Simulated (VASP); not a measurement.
Cl:

```
CELL_PARAMETERS angstrom
2.87485 0.00000 0.00000
0.00000 2.87485 0.00000
0.00000 0.00000 2.87485
ATOMIC_POSITIONS crystal
Cl 0.00000 0.00000 0.00000
```

- Program: VASP 6.6.1
- Task: relaxation of cell and atoms
- Functional: LDA
- Potentials or basis: VASP PAW LDA potentials, release 64 (Cl)
- Cutoff: 500 eV
- k mesh: 15 × 15 × 15
- Occupations: fermi-dirac, width 0.08 eV
- Spin: no spin polarisation

At the start: pressure -5.2 GPa; volume 23.76 Å³/atom.

How do energy, volume and symmetry change on relaxing?

Over 5 steps the energy falls by 57.6 meV/atom and the volume is 20.71 Å³/atom (-12.9 %); space group Pm-3m (No. 221, to 0.1 Å) before and after.

The path:
```
step  energy change (eV)  largest force (eV/Å)  pressure (GPa)  volume (Å³)
   1              0.0000                0.0000           -5.25        23.76
   2             -0.0558                0.0000           -1.17        21.18
   3             -0.0576                0.0000           -0.05        20.73
   4             -0.0576                0.0000            0.09        20.67
   5             -0.0576                0.0000           -0.01        20.71
```

Final structure:
```
Cl
1.0
     2.74602    0.00000    0.00000
     0.00000    2.74602    0.00000
     0.00000    0.00000    2.74602
Cl
1
Direct
  0.00000 0.00000 0.00000
```

Caveat: an odd number of electrons without spin polarisation forces a metal; a magnetic or distorted state may lie lower.
